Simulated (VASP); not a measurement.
A run of VASP 6.6.1:

Contents of INCAR:

```
SYSTEM = CoPtO2
PREC = Accurate ; ENCUT = 520
EDIFF = 1E-6 ; ISMEAR = 0
SIGMA = 0.05 ; LREAL = .False.
LASPH = .True. ; NELM = 150
ALGO = Normal ; ISIF = 2
LWAVE = .False. ; LCHARG = .False.
ISPIN = 2 ; MAGMOM = -0.24 2.46 -0.09 -0.09
LORBIT = 11 ; LMAXMIX = 4
LDAU = .True. ; LDAUTYPE = 2
LDAUL = -1 2 -1 ; LDAUU = 0 3.3 0
LDAUJ = 0 0 0 ; LDAUPRINT = 1
GGA = PE ; NBANDS = 28
```

The input KPOINTS:

```
regular mesh
0
Gamma
  12 12 12
  0 0 0
```

The input POSCAR:

```
CoPtO2
1.0
    1.4969510801      0.8642651091      6.0558865544
   -1.4969510801      0.8642651091      6.0558865544
    0.0000000000     -1.7285302181      6.0558865544
Pt Co O
1 1 2
Direct
    0.0000000000      0.0000000000      0.0000000000
    0.5000000000      0.5000000000      0.5000000000
    0.1086211813      0.1086211813      0.1086211813
    0.8913788187      0.8913788187      0.8913788187
```

Potentials or basis: VASP PAW PBE potentials, release 64 (Pt, Co, O).

The run is started by

```bash
$ cat potpaw_PBE.64/Pt/POTCAR potpaw_PBE.64/Co/POTCAR potpaw_PBE.64/O/POTCAR > POTCAR
$ mpirun -np 1 vasp_std > vasp.out
```

Hardware: 1 thread of Intel(R) Xeon(R) Platinum 8488C (Sapphire Rapids), on a shared host.

Estimate the wall time of this run.

Wall time 47 min on 1 thread of Intel(R) Xeon(R) Platinum 8488C (Sapphire Rapids) (shared host), peak memory 0.69 GiB. Counts: scf iterations 36, k points 189.
